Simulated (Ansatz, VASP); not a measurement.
## InAs in VASP and in Ansatz

```
In As
1.0
     0.00000    3.02044    3.02044
     3.02044    0.00000    3.02044
     3.02044    3.02044    0.00000
In As
1 1
Direct
  0.00000 0.00000 0.00000
  0.25000 0.25000 0.25000
```

Alike in both runs: task single point; functional PBEsol; k mesh 6 × 6 × 6; occupations gaussian, width 0.1 eV; no spin polarisation.

|  | VASP | Ansatz |
| --- | --- | --- |
| version | VASP 6.6.1 | Ansatz 0.2.0 |
| potentials or method | VASP PAW PBE potentials, release 64 (In_d, As), cutoff 520 eV | scalar-relativistic, plane waves, PAW |
| valence electrons in the cell | 18 | 28 |

VASP gave:

```
gap on the k mesh at the Fermi level (eV) : none
pressure (GPa)                            : 1.5
```

Task: What did Ansatz give for the same quantities?

Result: gap on the k mesh at the Fermi level (eV): none; pressure (GPa): 1.4.

VASP's potentials were made for PBE, not for PBEsol. A gap of «none» marks a metal or a gap that the smearing closes. VASP's potentials hold 18 valence electrons a cell and Ansatz's 28, so a difference there can come from the potentials and not from the codes.
